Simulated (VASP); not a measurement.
# EuS (Fm-3m) in VASP: notebook

EuS is run at these levels: LDA, PBE; tasks: single point, relaxation of cell and atoms.

Everything below comes from runs of VASP 6.6.1. Logs are shortened: lines on timing, memory, paths and dates and some standing lists are left out, and cuts for length are marked.

**The experiment to reproduce.**

“Crystal-field mediated electronic transitions of EuS up to 35 GPa”, 2022, pmc:8786971 reports, for a powder of EuS at 300 K: band gap 1.72 eV (optical).

The runs below are set against these values where they give the same quantity.

## (1) The cell of the first run

The structure is cubic, space group Fm-3m (No. 225). The conventional cell has a = 5.655 Å, b = 5.655 Å, c = 5.655 Å, α = 90.00°, β = 90.00°, γ = 90.00°. Within 3.7 Å of Eu (site symmetry m-3m) lie 6 S at 2.83 Å. Within 3.7 Å of S (site symmetry m-3m) lie 6 Eu at 2.83 Å.

## (2) Single point, LDA, collinear spin, ferromagnetic start

INCAR

```
SYSTEM = EuS
ALGO = Normal
EDIFF = 1E-6
ENCUT = 600
GGA = CA
GGA_COMPAT = .FALSE.
ISIF = 2
ISMEAR = -1
ISPIN = 2
LASPH = .TRUE.
LCHARG = .TRUE.
LELF = .TRUE.
LMAXMIX = 6
LORBIT = 11
LREAL = .FALSE.
LVHAR = .TRUE.
LWAVE = .FALSE.
MAGMOM = 7 0
NBANDS = 22
NELM = 200
PREC = Accurate
SIGMA = 0.05
```

KPOINTS

```
k-points
0
G
  8 8 8
  0 0 0
```

POSCAR

```
EuS
1.0
    0.0000000000      2.8274974175      2.8274974175
    2.8274974175      0.0000000000      2.8274974175
    2.8274974175      2.8274974175      0.0000000000
Eu S
1 1
Direct
    0.0000000000      0.0000000000      0.0000000000
    0.5000000000      0.5000000000      0.5000000000
```

Potentials or basis: VASP PAW PBE potentials, release 64 (Eu, S).

Run with:

```bash
cat potpaw_PBE.64/Eu/POTCAR potpaw_PBE.64/S/POTCAR > POTCAR
mpirun -np 1 vasp_std > vasp.out
```

OUTCAR:

```text
SYSTEM = EuS
   EDIFF = 1E-6
   ENCUT = 600
   GGA = CA
   ISIF = 2
   ISMEAR = -1
   ISPIN = 2
   LASPH = .TRUE.
   LORBIT = 11
   LREAL = .FALSE.
   NELM = 200
   PREC = Accurate

 ion  position               nearest neighbor table
   1  0.000  0.000  0.000-   2 2.83   2 2.83   2 2.83   2 2.83   2 2.83   2 2.83
   2  0.500  0.500  0.500-   1 2.83   1 2.83   1 2.83   1 2.83   1 2.83   1 2.83

  LATTYP: Found a face centered cubic cell.
 ALAT       =     5.6549948350

  Lattice vectors:

 A1 = (   0.0000000000,   2.8274974175,   2.8274974175)
 A2 = (   2.8274974175,   0.0000000000,   2.8274974175)
 A3 = (   2.8274974175,   2.8274974175,   0.0000000000)

Analysis of symmetry for initial positions (statically):
=====================================================================
 Subroutine PRICEL returns:
 Original cell was already a primitive cell.

 Routine SETGRP: Setting up the symmetry group for a
 face centered cubic supercell.

 Subroutine GETGRP returns: Found 48 space group operations
 (whereof 48 operations were pure point group operations)
 out of a pool of 48 trial point group operations.

The static configuration has the point symmetry O_h .

Analysis of symmetry for dynamics (positions and initial velocities):
=====================================================================
 Subroutine PRICEL returns:
 Original cell was already a primitive cell.

 Routine SETGRP: Setting up the symmetry group for a
 face centered cubic supercell.

 Subroutine GETGRP returns: Found 48 space group operations
 (whereof 48 operations were pure point group operations)
 out of a pool of 48 trial point group operations.

The dynamic configuration has the point symmetry O_h .

Analysis of structural, dynamic, and magnetic symmetry:
=====================================================================
 Subroutine PRICEL returns:
 Original cell was already a primitive cell.

 Routine SETGRP: Setting up the symmetry group for a
 face centered cubic supercell.

 Subroutine GETGRP returns: Found 48 space group operations
 (whereof 48 operations were pure point group operations)
 out of a pool of 48 trial point group operations.

The overall configuration has the point symmetry O_h .

 Subroutine INISYM returns: Found 48 space group operations
 (whereof 48 operations are pure point group operations),
 and found     1 'primitive' translations

----------------------------------------------------------------------------------------

                                     Primitive cell

  volume of cell :      45.2102

  direct lattice vectors                    reciprocal lattice vectors
     0.000000000  2.827497418  2.827497418    -0.176834821  0.176834821  0.176834821
     2.827497418  0.000000000  2.827497418     0.176834821 -0.176834821  0.176834821
     2.827497418  2.827497418  0.000000000     0.176834821  0.176834821 -0.176834821

  length of vectors
     3.998685195  3.998685195  3.998685195     0.306286895  0.306286895  0.306286895

  position of ions in fractional coordinates (direct lattice)
     0.000000000  0.000000000  0.000000000
     0.500000000  0.500000000  0.500000000

  ion indices of the primitive-cell ions
   primitive index   ion index
                 1           1
                 2           2

----------------------------------------------------------------------------------------

 KPOINTS: k-points

Automatic generation of k-mesh.
 Grid dimensions read from file:
 generate k-points for:    8    8    8

 Generating k-lattice:

  Cartesian coordinates                     Fractional coordinates (reciprocal lattice)
    -0.022104353  0.022104353  0.022104353     0.125000000  0.000000000  0.000000000
     0.022104353 -0.022104353  0.022104353     0.000000000  0.125000000  0.000000000
     0.022104353  0.022104353 -0.022104353     0.000000000  0.000000000  0.125000000

  Length of vectors
     0.038285862  0.038285862  0.038285862

  Shift w.r.t. Gamma in fractional coordinates (k-lattice)
     0.000000000  0.000000000  0.000000000

 Subroutine IBZKPT returns following result:
 ===========================================

 Found     29 irreducible k-points:

 Following reciprocal coordinates:
            Coordinates               Weight
  0.000000  0.000000  0.000000      1.000000
  0.125000  0.000000  0.000000      8.000000
  0.250000  0.000000  0.000000      8.000000
  0.375000  0.000000  0.000000      8.000000
  0.500000  0.000000  0.000000      4.000000
  0.125000  0.125000  0.000000      6.000000
[... 16 lines left out ...]
  0.500000  0.250000  0.125000     48.000000
 -0.375000  0.250000  0.125000     24.000000
 [... further k-points ...]
   k-points           NKPTS =     29   k-points in BZ     NKDIM =     29   number of bands    NBANDS=     22
   number of dos      NEDOS =    301   number of ions     NIONS =      2
   total plane-waves  NPLWV =  32768
   dimension x,y,z NGX =    32 NGY =   32 NGZ =   32
   dimension x,y,z NGXF=    64 NGYF=   64 NGZF=   64
   ions per type =               1   1
   NGX,Y,Z   is equivalent  to a cutoff of  13.30, 13.30, 13.30 a.u.
   NGXF,Y,Z  is equivalent  to a cutoff of  26.61, 26.61, 26.61 a.u.
 SYSTEM =  EuS
   PREC   = accura    normal or accurate (medium, high low for compatibility)
   ISTART =      0    job   : 0-new  1-cont  2-samecut
   ICHARG =      2    charge: 1-file 2-atom 10-const
   ISPIN  =      2    spin polarized calculation?
   LNONCOLLINEAR =      F non collinear calculations
   LSORBIT =      F    spin-orbit coupling
   LASPH  =      T    aspherical Exc in radial PAW
   ENCUT  =  600.0 eV  44.10 Ry    6.64 a.u.   7.99  7.99  7.99*2*pi/ulx,y,z
   NELM   =    200;   NELMIN=  2; NELMDL= -5     # of ELM steps
   EDIFF  = 0.1E-05   stopping-criterion for ELM
   LREAL  =      F    real-space projection
   EDIFFG = 0.1E-04   stopping-criterion for IOM
   NSW    =      0    number of steps for IOM
   IBRION =     -1    ionic relax: 0-MD 1-quasi-New 2-CG
   NFREE  =      0    steps in history (QN), initial steepest desc. (CG)
   ISIF   =      2    stress and relaxation
   ISYM   =      2    0-nonsym 1-usesym 2-fastsym
   POTIM  = 0.5000    time-step for ionic-motion
   TEBEG  =    0.0;   TEEND  =   0.0 temperature during run
   PSTRESS=    0.0 pullay stress
   NELECT =      23.0000    total number of electrons
   NUPDOWN=      -1.0000    fix difference up-down
   EMIN   =  10.00;   EMAX   =-10.00  energy-range for DOS
   EFERMI =   0.00;   METHOD = LEGACY
   ISMEAR =    -1;   SIGMA  =   0.05  broadening in eV -4-tet -1-fermi 0-gaus
   EFERMI_NEDOS =   21; number of points for ismear=-14 and -15
   IALGO  =     38    algorithm
   IMIX   =      4    mixing-type and parameters
     AMIX     =   0.40;   BMIX     =  1.00
     AMIX_MAG =   1.60;   BMIX_MAG =  1.00
  volume/ion in A,a.u.               =      22.61       152.55
  Fermi-wavevector in a.u.,A,eV,Ry     =   1.306889  2.469661 23.238176  1.707958
  Thomas-Fermi vector in A             =   2.437660
   LORBIT       =     11    0 simple, 1 ext, 2 COOP (PROOUT), +10 PAW based schemes
   GGA     = CA    functional components
   LHFCALC =     F    Hartree Fock is set to
   AEXX    =    0.0000 exact exchange contribution
   IVDW    =     0    specifies the selected vdW correction
   LEPSILON=     F    determine dielectric tensor
   LRPA    =     F    only Hartree local field effects (RPA)
 spin polarized calculation
  energy-cutoff  :      600.00
  volume of cell :       45.21
 maximum number of plane-waves:      1540
   NGX = 15   NGY = 15   NGZ = 15

 number of electron      23.0000002 magnetization       6.8673444

 Free energy of the ion-electron system (eV)
  ---------------------------------------------------
  ext. energy  EPLUGINS =         0.00000000
  ---------------------------------------------------
  free energy    TOTEN  =       -20.74845225 eV

  energy without entropy =      -20.73468818  energy(sigma->0) =      -20.74157022

 E-fermi :   4.9048     XC(G=0): -10.7557

 val. band max:        4.8939510992   @ k =   0.5000   0.5000   0.0000
 cond. band min:       4.9424221232   @ k =   0.1250   0.1250   0.0000
 fundamental gap:      0.0484710240
 Fermi energy:         4.9048315278

 spin component 1

 k-point     1 :       0.0000    0.0000    0.0000
  band No.  band energies     occupation
      1     -36.1138      1.00000
      2     -14.9035      1.00000
      3     -14.9035      1.00000
      4     -14.9035      1.00000
      5      -8.8318      1.00000
      6       2.1278      1.00000
[... 14 lines left out ...]
     21       6.8551      0.00000
     22      12.8080      0.00000
[... 552 lines left out ...]
  band No.  band energies     occupation
      1     -36.0793      1.00000
      2     -15.4140      1.00000
      3     -15.0779      1.00000
      4     -14.9941      1.00000
      5      -7.7645      1.00000
      6      -0.2501      1.00000
[... 14 lines left out ...]
     21      12.0049      0.00000
     22      13.6700      0.00000

 [... further k-points ...]

 spin component 2

 k-point     1 :       0.0000    0.0000    0.0000
  band No.  band energies     occupation
      1     -33.3772      1.00000
      2     -12.8449      1.00000
      3     -12.8449      1.00000
      4     -12.8449      1.00000
      5      -8.7628      1.00000
      6       2.4255      1.00000
[... 14 lines left out ...]
     21       9.2676      0.00000
     22      13.6990      0.00000
[... 552 lines left out ...]
  band No.  band energies     occupation
      1     -33.3312      1.00000
      2     -13.5759      1.00000
      3     -13.0693      1.00000
      4     -12.9600      1.00000
      5      -7.5716      1.00000
      6       0.0123      1.00000
[... 14 lines left out ...]
     21      12.8994      0.00000
     22      14.2658      0.00000

 [... further k-points ...]

------------------------ aborting loop because EDIFF is reached ----------------------------------------

  FORCE on cell =-STRESS in cart. coord.  units (eV):
  Direction    XX          YY          ZZ          XY          YZ          ZX
  --------------------------------------------------------------------------------------
  -------------------------------------------------------------------------------------
  Total       -0.0037727     -0.0037727     -0.0037727      0.0000000      0.0000000     -0.0000000
  in kB       -0.1336999     -0.1336999     -0.1336999      0.0000000      0.0000000     -0.0000000
  external PRESSURE =      -0.1336999 kB  Pullay stress =       0.0000000 kB

 VOLUME and BASIS-vectors are now :
 -----------------------------------------------------------------------------
  energy-cutoff  :      600.00
  volume of cell :       45.21
      direct lattice vectors                 reciprocal lattice vectors
     0.000000000  2.827497418  2.827497418    -0.176834821  0.176834821  0.176834821
     2.827497418  0.000000000  2.827497418     0.176834821 -0.176834821  0.176834821
     2.827497418  2.827497418  0.000000000     0.176834821  0.176834821 -0.176834821

 POSITION                                       TOTAL-FORCE (eV/Angst)
 -----------------------------------------------------------------------------------
      0.00000      0.00000      0.00000        -0.000000      0.000000     -0.000000
      2.82750      2.82750      2.82750         0.000000     -0.000000      0.000000
 -----------------------------------------------------------------------------------
    total drift:                                0.000000     -0.000000     -0.000000

  FREE ENERGIE OF THE ION-ELECTRON SYSTEM (eV)
  ---------------------------------------------------
  free  energy   TOTEN  =       -20.7484522511 eV

  energy  without entropy=      -20.7346881818  energy(sigma->0) =      -20.74157022

 total charge

# of ion       s       p       d       f       tot
--------------------------------------------------
    1        2.028   5.707   0.441   6.564  14.740
    2        1.310   2.436   0.000   0.000   3.746
--------------------------------------------------
tot          3.339   8.142   0.441   6.564  18.486

 magnetization (x)

# of ion       s       p       d       f       tot
--------------------------------------------------
    1       -0.009  -0.084   0.102   6.511   6.520
    2       -0.007  -0.056   0.000   0.000  -0.063
--------------------------------------------------
tot         -0.016  -0.140   0.102   6.511   6.457
```

Run time: 60 s. Hardware: 1 thread of Intel Xeon Platinum 8259CL at 2.50GHz (Skylake/Cascade Lake), shared host; peak memory 0.21 GiB.

What came out:

```yaml
Free_energy: -20.7485 eV
Pressure: 0.0 GPa
Net_moment: 6.87 μB per cell
Site_moments: Eu +6.52; S -0.06 μB
Valence_electrons_inside_the_program's_atomic_spheres: Eu 14.74; S 3.75
```

Caveat: the PAW data sets were made with another functional, which shifts forces and pressure a little; spin-orbit coupling is left out, which moves the levels of the heavy elements; a cell with one magnetic atom can't hold antiferromagnetic order, which such compounds often take; semilocal functionals describe open f shells poorly, which spoils levels, moments and volumes. The state reached can hang on the start; a lower one may exist.

(Part 1 of 2 ends here.)
